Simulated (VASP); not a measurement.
Sb:

```xyz
2
Lattice="3.1014 0.0000 0.0000 0.0000 4.3183 0.0000 -0.0387 0.0000 4.3763" Properties=species:S:1:pos:R:3 pbc="T T T"
Sb    0.0260    1.0796    1.0554
Sb    3.0368    3.2388    3.3209
```

Base run:

```yaml
Program: VASP 6.6.1
Functional: PBE
Potentials_or_basis: VASP PAW PBE potentials, release 64 (Sb)
Cutoff: 520 eV
k_mesh: 9 × 6 × 6
Occupations: fermi-dirac, width 0.05 eV
Spin: no spin polarisation
```

Its results: band gap on the k mesh zero (bands 5 and 6 overlap by 8.53 eV); pressure 1.6 GPa; largest force 0.091 eV/Å.

Task: The run is repeated on the same cell with these changes: functional from PBE to PBEsol. What comes out?

Result: Band gap on the k mesh zero (bands 5 and 6 overlap by 8.53 eV); pressure -1.1 GPa; largest force 0.081 eV/Å.

PBEsol binds more tightly than PBE, so the same cell stands under less pressure.

Caveats: spin-orbit coupling is left out, which moves the levels of the heavy elements; the PAW data sets were made with another functional, which shifts forces and pressure a little (at least some runs).
